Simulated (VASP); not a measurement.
# Si (Fd-3m) in VASP: single point with LDA

Aim: the single point of Si with LDA.

Everything below comes from runs of VASP 6.6.1. Logs are shortened: lines on timing, memory, paths and dates and some standing lists are left out, and cuts for length are marked.

**1. The cell of the first run**

It takes space group Fd-3m (No. 227, cubic). Conventional cell: a = 5.470 Å, b = 5.470 Å, c = 5.470 Å, α = 90.00°, β = 90.00°, γ = 90.00°. Si (site symmetry -43m) has 4 Si at 2.37 Å within 3.1 Å.

**2. Single point, LDA**

Input file INCAR:

```
SYSTEM = Si
PREC = Accurate
ENCUT = 500
EDIFF = 1E-6
ISMEAR = -1
SIGMA = 0.01
LREAL = .False.
LASPH = .True.
NELM = 120
ALGO = Normal
ISIF = 2
LWAVE = .False.
LCHARG = .False.
GGA = CA
NBANDS = 11
GGA_COMPAT = .False.
```

Input file KPOINTS:

```
Automatic mesh
0
Gamma
  9 9 9
  0 0 0
```

Input file POSCAR:

```
Si
1.0
    0.0000000000      2.7348634851      2.7348634851
    2.7348634851      0.0000000000      2.7348634851
    2.7348634851      2.7348634851      0.0000000000
Si
2
Direct
    0.7500000000      0.7500000000      0.7500000000
    0.5000000000      0.5000000000      0.5000000000
```

Potentials or basis: VASP PAW LDA potentials, release 64 (Si).

Launch:

```console
$ cat potpaw_LDA.64/Si/POTCAR > POTCAR
$ mpirun -np 1 vasp_std > vasp.out
```

OUTCAR:

```text
SYSTEM = Si
   PREC = Accurate
   ENCUT = 500
   EDIFF = 1E-6
   ISMEAR = -1
   LREAL = .False.
   LASPH = .True.
   NELM = 120
   ISIF = 2
   GGA = CA

 ion  position               nearest neighbor table
   1  0.750  0.750  0.750-   2 2.37   2 2.37   2 2.37   2 2.37
   2  0.500  0.500  0.500-   1 2.37   1 2.37   1 2.37   1 2.37

  LATTYP: Found a face centered cubic cell.
 ALAT       =     5.4697269702

  Lattice vectors:

 A1 = (   0.0000000000,   2.7348634851,   2.7348634851)
 A2 = (   2.7348634851,   0.0000000000,   2.7348634851)
 A3 = (   2.7348634851,   2.7348634851,   0.0000000000)

Analysis of symmetry for initial positions (statically):
=====================================================================
 Subroutine PRICEL returns:
 Original cell was already a primitive cell.

 Routine SETGRP: Setting up the symmetry group for a
 face centered cubic supercell.

 Subroutine GETGRP returns: Found 48 space group operations
 (whereof 24 operations were pure point group operations)
 out of a pool of 48 trial point group operations.

The static configuration has the point symmetry T_d .
 The point group associated with its full space group is O_h .

Analysis of symmetry for dynamics (positions and initial velocities):
=====================================================================
 Subroutine PRICEL returns:
 Original cell was already a primitive cell.

 Routine SETGRP: Setting up the symmetry group for a
 face centered cubic supercell.

 Subroutine GETGRP returns: Found 48 space group operations
 (whereof 24 operations were pure point group operations)
 out of a pool of 48 trial point group operations.

The dynamic configuration has the point symmetry T_d .
 The point group associated with its full space group is O_h .

 Subroutine INISYM returns: Found 48 space group operations
 (whereof 24 operations are pure point group operations),
 and found     1 'primitive' translations

----------------------------------------------------------------------------------------

                                     Primitive cell

  volume of cell :      40.9107

  direct lattice vectors                    reciprocal lattice vectors
     0.000000000  2.734863485  2.734863485    -0.182824482  0.182824482  0.182824482
     2.734863485  0.000000000  2.734863485     0.182824482 -0.182824482  0.182824482
     2.734863485  2.734863485  0.000000000     0.182824482  0.182824482 -0.182824482

  length of vectors
[... 76 lines left out ...]
   ISPIN  =      1    spin polarized calculation?
   LNONCOLLINEAR =      F non collinear calculations
   LSORBIT =      F    spin-orbit coupling
   LASPH  =      T    aspherical Exc in radial PAW
   ENCUT  =  500.0 eV  36.75 Ry    6.06 a.u.   7.05  7.05  7.05*2*pi/ulx,y,z
   NELM   =    120;   NELMIN=  2; NELMDL= -5     # of ELM steps
   EDIFF  = 0.1E-05   stopping-criterion for ELM
   LREAL  =      F    real-space projection
[... 7 lines left out ...]
   TEBEG  =    0.0;   TEEND  =   0.0 temperature during run
   PSTRESS=    0.0 pullay stress
   NELECT =       8.0000    total number of electrons
   NUPDOWN=      -1.0000    fix difference up-down
   EMIN   =  10.00;   EMAX   =-10.00  energy-range for DOS
   EFERMI =   0.00;   METHOD = LEGACY
   ISMEAR =    -1;   SIGMA  =   0.01  broadening in eV -4-tet -1-fermi 0-gaus
   EFERMI_NEDOS =   21; number of points for ismear=-14 and -15
   IALGO  =     38    algorithm
   IMIX   =      4    mixing-type and parameters
     AMIX     =   0.40;   BMIX     =  1.00
     AMIX_MAG =   1.60;   BMIX_MAG =  1.00
  volume/ion in A,a.u.               =      20.46       138.04
  Fermi-wavevector in a.u.,A,eV,Ry     =   0.950224  1.795662 12.285041  0.902925
  Thomas-Fermi vector in A             =   2.078580
   LORBIT       =      0    0 simple, 1 ext, 2 COOP (PROOUT), +10 PAW based schemes
   GGA     = CA    functional components
   LHFCALC =     F    Hartree Fock is set to
   AEXX    =    0.0000 exact exchange contribution
   IVDW    =     0    specifies the selected vdW correction
   LEPSILON=     F    determine dielectric tensor
   LRPA    =     F    only Hartree local field effects (RPA)
 non-spin polarized calculation
  energy-cutoff  :      500.00
  volume of cell :       40.91
 maximum number of plane-waves:      1049
   NGX = 15   NGY = 15   NGZ = 15

 number of electron       8.0000000 magnetization

 Free energy of the ion-electron system (eV)
  ---------------------------------------------------
  ext. energy  EPLUGINS =         0.00000000
  ---------------------------------------------------
  free energy    TOTEN  =       -11.90236960 eV

  energy without entropy =      -11.90236960  energy(sigma->0) =      -11.90236960

 E-fermi :   5.8245     XC(G=0):  -9.5250

 val. band max:        5.5534818280   @ k =   0.0000   0.0000   0.0000
 cond. band min:       6.0695517458   @ k =   0.4444   0.4444   0.0000
 fundamental gap:      0.5160699178
 Fermi energy:         5.8244999327

 k-point     1 :       0.0000    0.0000    0.0000
  band No.  band energies     occupation
      1      -6.2588      2.00000
      2       5.5535      2.00000
      3       5.5535      2.00000
      4       5.5535      2.00000
      5       8.0676      0.00000
      6       8.0676      0.00000
      7       8.0676      0.00000
      8       8.5186      0.00000
      9      13.1398      0.00000
     10      13.2688      0.00000
     11      13.2688      0.00000
[... 309 lines left out ...]
 k-point    24 :       0.4444    0.4444    0.0000
  band No.  band energies     occupation
      1      -3.0021      2.00000
      2      -1.3208      2.00000
      3       2.8039      2.00000
      4       2.8039      2.00000
      5       6.0696      0.00000
      6       6.4674      0.00000
      7      14.6637      0.00000
      8      14.6637      0.00000
      9      17.0060      0.00000
     10      17.1100      0.00000
     11      17.1110      0.00000

 [... further k-points ...]
[... 5 lines left out ...]
  --------------------------------------------------------------------------------------
  -------------------------------------------------------------------------------------
  Total       -0.8425716     -0.8425716     -0.8425716     -0.0000000     -0.0000000     -0.0000000
  in kB      -32.9974540    -32.9974540    -32.9974540     -0.0000000     -0.0000000     -0.0000000
  external PRESSURE =     -32.9974540 kB  Pullay stress =       0.0000000 kB

 VOLUME and BASIS-vectors are now :
 -----------------------------------------------------------------------------
  energy-cutoff  :      500.00
  volume of cell :       40.91
      direct lattice vectors                 reciprocal lattice vectors
     0.000000000  2.734863485  2.734863485    -0.182824482  0.182824482  0.182824482
     2.734863485  0.000000000  2.734863485     0.182824482 -0.182824482  0.182824482
     2.734863485  2.734863485  0.000000000     0.182824482  0.182824482 -0.182824482

 POSITION                                       TOTAL-FORCE (eV/Angst)
 -----------------------------------------------------------------------------------
      4.10230      4.10230      4.10230         0.000000      0.000000      0.000000
      2.73486      2.73486      2.73486        -0.000000     -0.000000     -0.000000
 -----------------------------------------------------------------------------------
    total drift:                                0.000000      0.000000     -0.000000

  FREE ENERGIE OF THE ION-ELECTRON SYSTEM (eV)
  ---------------------------------------------------
  free  energy   TOTEN  =       -11.9023696035 eV

  energy  without entropy=      -11.9023696035  energy(sigma->0) =      -11.90236960
```

Run time: 18 s. Hardware: 1 thread of AMD EPYC 7R13, shared host; peak memory 0.11 GiB.

What came out:

| Quantity | Value |
| --- | --- |
| Free energy | -11.9024 eV |
| Pressure | -3.3 GPa |
| Band gap on the k mesh | 0.52 eV, indirect (least direct gap 2.51 eV) |

Levels at points of the mesh, in eV from the valence-band top:
```
           k point  band 1  band 2  band 3  band 4  band 5  band 6  band 7  band 8  band 9
(0.00, 0.00, 0.00)  -11.81    0.00    0.00    0.00    2.51    2.51    2.51    2.97    7.59
```
